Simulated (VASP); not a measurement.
# AlNi (F-43m) in VASP: further runs, part 2 of 2

VASP 6.6.1. Earlier steps stand in the parts before.

**4. Relaxation of cell and atoms, r2SCAN**

This run uses another cell than the first one, of 12.37 Å³/atom.

Contents of POSCAR:

```
AlNi
1.0
    0.0000000000      2.3127756267      2.3127756267
    2.3127756267      0.0000000000      2.3127756267
    2.3127756267      2.3127756267      0.0000000000
Al Ni
1 1
Direct
    0.0000000000      0.0000000000      0.0000000000
    0.7500000000      0.7500000000      0.7500000000
```

Contents of INCAR.step1:

```
ALGO = Normal
EDIFF = 1E-4
ENCUT = 600
GGA = PE
ISMEAR = 0
LASPH = True
LCHARG = False
LREAL = False
LWAVE = True
NELM = 80
PREC = Accurate
SIGMA = 0.1
```

Contents of INCAR.step2:

```
ALGO = Normal
EDIFF = 1E-6
EDIFFG = -0.04
ENCUT = 600
IBRION = 2
ISIF = 3
ISMEAR = 0
ISTART = 1
LASPH = True
LCHARG = False
LMIXTAU = True
LREAL = False
LWAVE = False
METAGGA = R2SCAN
NELM = 80
NSW = 90
PREC = Accurate
SIGMA = 0.1
```

Contents of KPOINTS:

```
k-points
0
Gamma
  6 6 6
```

Potentials or basis: VASP PAW PBE potentials, release 64 (Al, Ni).

Started as:

```sh
$ cat potpaw_PBE.64/Al/POTCAR potpaw_PBE.64/Ni/POTCAR > POTCAR
$ cp INCAR.step1 INCAR
$ mpirun -np 1 vasp_std > vasp.out
$ cp INCAR.step2 INCAR
$ mpirun -np 1 vasp_std > vasp.out
```

OUTCAR:

```text
EDIFF = 1E-6
   EDIFFG = -0.04
   ENCUT = 600
   IBRION = 2
   ISIF = 3
   ISMEAR = 0
   ISTART = 1
   LASPH = True
   LREAL = False
   METAGGA = R2SCAN
   NELM = 80
   NSW = 90
   PREC = Accurate

 ion  position               nearest neighbor table
   1  0.000  0.000  0.000-   2 2.00   2 2.00   2 2.00   2 2.00
   2  0.750  0.750  0.750-   1 2.00   1 2.00   1 2.00   1 2.00

  LATTYP: Found a face centered cubic cell.
 ALAT       =     4.6255512534

  Lattice vectors:

 A1 = (   0.0000000000,   2.3127756267,   2.3127756267)
 A2 = (   2.3127756267,   0.0000000000,   2.3127756267)
 A3 = (   2.3127756267,   2.3127756267,   0.0000000000)

Analysis of symmetry for initial positions (statically):
=====================================================================
 Subroutine PRICEL returns:
 Original cell was already a primitive cell.

 Routine SETGRP: Setting up the symmetry group for a
 face centered cubic supercell.

 Subroutine GETGRP returns: Found 24 space group operations
 (whereof 24 operations were pure point group operations)
 out of a pool of 48 trial point group operations.

The static configuration has the point symmetry T_d .

Analysis of symmetry for dynamics (positions and initial velocities):
=====================================================================
 Subroutine PRICEL returns:
 Original cell was already a primitive cell.

 Routine SETGRP: Setting up the symmetry group for a
 face centered cubic supercell.

 Subroutine GETGRP returns: Found 24 space group operations
 (whereof 24 operations were pure point group operations)
 out of a pool of 48 trial point group operations.

The dynamic configuration has the point symmetry T_d .

 Subroutine INISYM returns: Found 24 space group operations
 (whereof 24 operations are pure point group operations),
 and found     1 'primitive' translations

----------------------------------------------------------------------------------------

                                     Primitive cell

  volume of cell :      24.7418

  direct lattice vectors                    reciprocal lattice vectors
[... 112 lines left out ...]
  energy-cutoff  :      600.00
  volume of cell :       24.74
 maximum number of plane-waves:       869
 NGX is ok and might be reduce to    28
   NGX = 13   NGY = 13   NGZ = 13

--------------------------------------- Ionic step        1  -------------------------------------------

 number of electron      12.9999998 magnetization

 Free energy of the ion-electron system (eV)
  ---------------------------------------------------
  ext. energy  EPLUGINS =         0.00000000
  ---------------------------------------------------
  free energy    TOTEN  =       -15.64470909 eV

  energy without entropy =      -15.63834224  energy(sigma->0) =      -15.64152567

------------------------ aborting loop because EDIFF is reached ----------------------------------------

  FORCE on cell =-STRESS in cart. coord.  units (eV):
  Direction    XX          YY          ZZ          XY          YZ          ZX
  --------------------------------------------------------------------------------------
  -------------------------------------------------------------------------------------
  Total       10.3540560     10.3540560     10.3540560     -0.0000000     -0.0000000      0.0000000
  in kB      670.4873515    670.4873515    670.4873515     -0.0000000     -0.0000000      0.0000000
  external PRESSURE =     670.4873515 kB  Pullay stress =       0.0000000 kB
[... 23 lines left out ...]
--------------------------------------- Ionic step        2  -------------------------------------------

 number of electron      13.0000005 magnetization

 E-fermi :   2.5379     XC(G=0):  -9.2026

 val. band max:        2.4918532138   @ k =  -0.3333   0.1667   0.0000
 cond. band min:       2.5846378244   @ k =  -0.3333   0.3333   0.0000
 fundamental gap:      0.0927846107
 Fermi energy:         2.5379086134

 k-point     1 :       0.0000    0.0000    0.0000
  band No.  band energies     occupation
      1      -4.4666      2.00000
      2       1.0911      2.00000
      3       1.0912      2.00000
      4       1.0912      2.00000
      5       1.5787      2.00000
      6       1.5787      2.00000
      7       8.5818      0.00000
      8       8.5819      0.00000
      9       8.5819      0.00000
     10       9.5940      0.00000
[... 264 lines left out ...]
--------------------------------------- Ionic step        4  -------------------------------------------

 number of electron      12.9999992 magnetization

 Free energy of the ion-electron system (eV)
  ---------------------------------------------------
  ext. energy  EPLUGINS =         0.00000000
  ---------------------------------------------------
  free energy    TOTEN  =       -17.52451154 eV

  energy without entropy =      -17.51483236  energy(sigma->0) =      -17.51967195

 E-fermi :   4.4309     XC(G=0): -10.3232

 val. band max:        4.3824078067   @ k =   0.5000   0.3333   0.0000
 cond. band min:       4.5088966136   @ k =  -0.3333   0.3333   0.0000
 fundamental gap:      0.1264888069
 Fermi energy:         4.4308910909

 k-point     1 :       0.0000    0.0000    0.0000
  band No.  band energies     occupation
      1      -3.7131      2.00000
      2       2.4436      2.00000
      3       2.4437      2.00000
      4       2.4437      2.00000
      5       3.0683      2.00000
      6       3.0683      2.00000
      7      11.8311      0.00000
      8      11.8311      0.00000
      9      11.8311      0.00000
     10      12.6772      0.00000
[... 222 lines left out ...]
  FREE ENERGIE OF THE ION-ELECTRON SYSTEM (eV)
  ---------------------------------------------------
  free  energy   TOTEN  =       -17.5245115350 eV

  energy  without entropy=      -17.5148323575  energy(sigma->0) =      -17.51967195

 reached required accuracy - stopping structural energy minimisation
```

OUTCAR.step1:

```text
EDIFF = 1E-4
   ENCUT = 600
   GGA = PE
   ISMEAR = 0
   LASPH = True
[... 418 lines left out ...]
 -----------------------------------------------------------------------------------
      0.00000      0.00000      0.00000         0.000000     -0.000000      0.000000
      3.46916      3.46916      3.46916        -0.000000      0.000000      0.000000
 -----------------------------------------------------------------------------------
    total drift:                               -0.000001     -0.000001     -0.000001

  FREE ENERGIE OF THE ION-ELECTRON SYSTEM (eV)
  ---------------------------------------------------
  free  energy   TOTEN  =        -6.1743769801 eV

  energy  without entropy=       -6.1676333967  energy(sigma->0) =       -6.17100519
```

It took 5.1 min on 1 thread of Intel Xeon 8259CL, shared host; peak memory 0.17 GiB.

Results:

```yaml
Free_energy: -17.5245 eV
Relaxed_volume: 18.76 Å³/atom
Relaxed_cell: a = 3.757 Å, b = 3.757 Å, c = 3.757 Å, α = 60.00°, β = 60.00°, γ = 60.00°
Space_group_after_relaxing_to_0.1_Å: F-43m (No. 216)
Energy_gained_by_relaxing: 939.9 meV/atom
Ionic_steps: 4
Pressure_after_relaxing: -0.2 GPa
Band_gap_on_the_k_mesh: zero (an odd number of electrons rules out a gap without spin polarisation)
```

Step by step:
```csv
step,energy change (eV),largest force (eV/Å),pressure (GPa),volume (Å³)
1,0.0000,0.0000,67.05,24.74
2,-1.4250,0.0000,-10.72,48.30
3,-1.8797,0.0000,0.35,37.23
4,-1.8798,0.0000,-0.21,37.51
```

Final structure:
```
Al Ni
1.0
     0.00000    2.65692    2.65692
     2.65692    0.00000    2.65692
     2.65692    2.65692    0.00000
Al Ni
1 1
Direct
  0.00000 0.00000 0.00000
  0.75000 0.75000 0.75000
```

Levels at points of the mesh, in eV from the Fermi level:
```
           k point  band 3  band 4  band 5  band 6  band 7  band 8  band 9  band 10
(0.00, 0.00, 0.00)   -1.99   -1.99   -1.36   -1.36    7.40    7.40    7.40     8.25
(0.50, 0.00, 0.00)   -1.88   -1.88   -1.24   -1.24   -0.93    5.10    5.10     8.81
(0.50, 0.50, 0.00)   -1.38   -1.38   -1.34   -1.12   -0.62    2.05    2.05     5.80
```

Caveat: the k points lie up to 0.34 Å⁻¹ apart in the final cell, too coarse for converged energies and pressures of a metal; the volume moved by over 15 % at a fixed basis, so the end points are rough; the PAW data sets were made with another functional, which shifts forces and pressure a little.

**5. Single point, r2SCAN**

Contents of POSCAR:

```
AlNi
1.0
    0.0000000000      2.6554337207      2.6554337207
    2.6554337207      0.0000000000      2.6554337207
    2.6554337207      2.6554337207      0.0000000000
Al Ni
1 1
Direct
    0.0000000000      0.0000000000      0.0000000000
    0.2500000000      0.2500000000      0.2500000000
```

Contents of INCAR.step1:

```
ALGO = Normal
EDIFF = 1E-4
ENCUT = 520
GGA = PE
ISMEAR = 0
LASPH = T
LCHARG = F
LREAL = F
LWAVE = T
NBANDS = 14
NELM = 100
PREC = Accurate
SIGMA = 0.1
```

Contents of INCAR.step2:

```
ALGO = Normal
EDIFF = 1E-6
ENCUT = 520
ISIF = 2
ISMEAR = 0
ISTART = 1
LASPH = T
LCHARG = F
LMIXTAU = T
LREAL = F
LWAVE = F
METAGGA = R2SCAN
NBANDS = 14
NELM = 100
PREC = Accurate
SIGMA = 0.1
```

Contents of KPOINTS:

```
k-points
0
Gamma
  18 18 18
```

Potentials or basis: VASP PAW PBE potentials, release 64 (Al, Ni).

Started as:

```sh
$ cat potpaw_PBE.64/Al/POTCAR potpaw_PBE.64/Ni/POTCAR > POTCAR
$ cp INCAR.step1 INCAR
$ mpirun -np 1 vasp_std > vasp.out
$ cp INCAR.step2 INCAR
$ mpirun -np 1 vasp_std > vasp.out
```

OUTCAR:

```text
EDIFF = 1E-6
   ENCUT = 520
   ISIF = 2
   ISMEAR = 0
   ISTART = 1
   LASPH = T
   LREAL = F
   METAGGA = R2SCAN
   NELM = 100
   PREC = Accurate

 ion  position               nearest neighbor table
   1  0.000  0.000  0.000-   2 2.30   2 2.30   2 2.30   2 2.30
   2  0.250  0.250  0.250-   1 2.30   1 2.30   1 2.30   1 2.30

  LATTYP: Found a face centered cubic cell.
 ALAT       =     5.3108674414

  Lattice vectors:

 A1 = (   0.0000000000,   2.6554337207,   2.6554337207)
 A2 = (   2.6554337207,   0.0000000000,   2.6554337207)
 A3 = (   2.6554337207,   2.6554337207,   0.0000000000)

Analysis of symmetry for initial positions (statically):
=====================================================================
 Subroutine PRICEL returns:
 Original cell was already a primitive cell.

 Routine SETGRP: Setting up the symmetry group for a
 face centered cubic supercell.

 Subroutine GETGRP returns: Found 24 space group operations
 (whereof 24 operations were pure point group operations)
 out of a pool of 48 trial point group operations.

The static configuration has the point symmetry T_d .

Analysis of symmetry for dynamics (positions and initial velocities):
=====================================================================
 Subroutine PRICEL returns:
 Original cell was already a primitive cell.

 Routine SETGRP: Setting up the symmetry group for a
 face centered cubic supercell.

 Subroutine GETGRP returns: Found 24 space group operations
 (whereof 24 operations were pure point group operations)
 out of a pool of 48 trial point group operations.

The dynamic configuration has the point symmetry T_d .

 Subroutine INISYM returns: Found 24 space group operations
 (whereof 24 operations are pure point group operations),
 and found     1 'primitive' translations

----------------------------------------------------------------------------------------

                                     Primitive cell
[... 119 lines left out ...]
   IVDW    =     0    specifies the selected vdW correction
   LEPSILON=     F    determine dielectric tensor
   LRPA    =     F    only Hartree local field effects (RPA)
 non-spin polarized calculation
 Gauss-broadening in eV      SIGMA  =   0.10
  energy-cutoff  :      520.00
  volume of cell :       37.45
 maximum number of plane-waves:      1022
   NGX = 13   NGY = 13   NGZ = 13

 number of electron      12.9999992 magnetization

 Free energy of the ion-electron system (eV)
  ---------------------------------------------------
  ext. energy  EPLUGINS =         0.00000000
  ---------------------------------------------------
  free energy    TOTEN  =       -17.53578229 eV

  energy without entropy =      -17.53238554  energy(sigma->0) =      -17.53408391

 E-fermi :   4.5081     XC(G=0): -10.3320

 val. band max:        4.4876696331   @ k =  -0.4444   0.3889   0.1111
 cond. band min:       4.5154722976   @ k =   0.4444   0.1667   0.0556
 fundamental gap:      0.0278026645
 Fermi energy:         4.5080688406

 k-point     1 :       0.0000    0.0000    0.0000
  band No.  band energies     occupation
      1      -3.7083      2.00000
      2       2.4645      2.00000
      3       2.4646      2.00000
      4       2.4646      2.00000
      5       3.0917      2.00000
      6       3.0917      2.00000
      7      11.8566      0.00000
      8      11.8566      0.00000
      9      11.8566      0.00000
     10      12.7029      0.00000
     11      12.7029      0.00000
     12      12.7029      0.00000
     13      16.4199      0.00000
     14      18.0585      0.00000
[... 377 lines left out ...]
      1      -2.7467      2.00000
      2       2.2592      2.00000
      3       2.5573      2.00000
      4       2.5743      2.00000
      5       3.0499      2.00000
      6       3.1255      2.00000
      7       6.7609      0.00000
      8       9.5593      0.00000
      9      10.7732      0.00000
     10      13.6151      0.00000
     11      13.8306      0.00000
     12      14.3859      0.00000
     13      16.5311      0.00000
     14      16.5994      0.00000

 [... further k-points ...]

------------------------ aborting loop because EDIFF is reached ----------------------------------------

  FORCE on cell =-STRESS in cart. coord.  units (eV):
  Direction    XX          YY          ZZ          XY          YZ          ZX
  --------------------------------------------------------------------------------------
  -------------------------------------------------------------------------------------
  Total       -0.0434741     -0.0434741     -0.0434741      0.0000000      0.0000000      0.0000000
  in kB       -1.8599631     -1.8599631     -1.8599631      0.0000000      0.0000000      0.0000000
  external PRESSURE =      -1.8599631 kB  Pullay stress =       0.0000000 kB

 VOLUME and BASIS-vectors are now :
 -----------------------------------------------------------------------------
  energy-cutoff  :      520.00
  volume of cell :       37.45
      direct lattice vectors                 reciprocal lattice vectors
     0.000000000  2.655433721  2.655433721    -0.188293158  0.188293158  0.188293158
     2.655433721  0.000000000  2.655433721     0.188293158 -0.188293158  0.188293158
     2.655433721  2.655433721  0.000000000     0.188293158  0.188293158 -0.188293158

 POSITION                                       TOTAL-FORCE (eV/Angst)
 -----------------------------------------------------------------------------------
      0.00000      0.00000      0.00000         0.000000      0.000000      0.000000
      1.32772      1.32772      1.32772        -0.000000     -0.000000     -0.000000
 -----------------------------------------------------------------------------------
    total drift:                               -0.000013     -0.000013     -0.000013

  FREE ENERGIE OF THE ION-ELECTRON SYSTEM (eV)
  ---------------------------------------------------
  free  energy   TOTEN  =       -17.5357822867 eV

  energy  without entropy=      -17.5323855426  energy(sigma->0) =      -17.53408391
```

OSZICAR.step1:

```text
N       E                     dE             d eps       ncg     rms          rms(c)
DAV:   1     0.427507583358E+02    0.42751E+02   -0.51534E+03  5460   0.867E+02
DAV:   2    -0.695457012570E+01   -0.49705E+02   -0.45458E+02  5802   0.166E+02
DAV:   3    -0.884575708644E+01   -0.18912E+01   -0.18697E+01  7092   0.371E+01
DAV:   4    -0.887626889279E+01   -0.30512E-01   -0.30503E-01  6392   0.441E+00
DAV:   5    -0.887726990642E+01   -0.10010E-02   -0.10010E-02  7108   0.841E-01    0.861E+00
DAV:   6    -0.109152852266E+02   -0.20380E+01   -0.30592E+01  6534   0.728E+01    0.133E+01
DAV:   7    -0.829680862045E+01    0.26185E+01   -0.86780E+00  6654   0.458E+01    0.152E+00
DAV:   8    -0.827474697728E+01    0.22062E-01   -0.27709E-01  6934   0.541E+00    0.107E+00
DAV:   9    -0.827116001291E+01    0.35870E-02   -0.28510E-02  6800   0.232E+00    0.258E-01
DAV:  10    -0.827051832676E+01    0.64169E-03   -0.45865E-03  6966   0.813E-01    0.395E-02
DAV:  11    -0.827052291811E+01   -0.45913E-05   -0.14811E-04  3412   0.131E-01
   1 F= -.82705229E+01 E0= -.82687143E+01  d E =-.361733E-02
```

Run time: 8 min. Hardware: 1 thread of Intel Xeon 8259CL, shared host; peak memory 0.24 GiB.

What came out:

- Free energy: -17.5358 eV
- Pressure: -0.2 GPa
- Band gap on the k mesh: zero (an odd number of electrons rules out a gap without spin polarisation)

Caveat: the PAW data sets were made with another functional, which shifts forces and pressure a little. Spin polarisation is off, so any magnetic state and its effect on volume and gap are missing.

**6. Summary**

```csv
task,cell,k mesh,cutoff (eV),gap on the mesh (eV),pressure (GPa)
single point,"a = 3.755 Å, angles 60.0°, 2 atoms",6 × 6 × 6,520,none,-0.1
relaxation of cell and atoms,"relaxed from a = 3.271 Å, angles 60.0°, 2 atoms",6 × 6 × 6,600,none,-0.2
single point,"a = 3.755 Å, angles 60.0°, 2 atoms",18 × 18 × 18,520,none,-0.2
```

Alike in all rows: level r2SCAN; potentials or basis VASP PAW PBE potentials, release 64 (Al, Ni); no spin polarisation; smearing gaussian 0.1 eV.

Caveats: some runs use coarse meshes; the PAW data sets were made with another functional, which shifts forces and pressure a little; the volume moved by over 15 % at a fixed basis, so the end points are rough (at least some runs).

Total energies depend on the potentials used, so only differences within one code and one set of settings carry meaning.
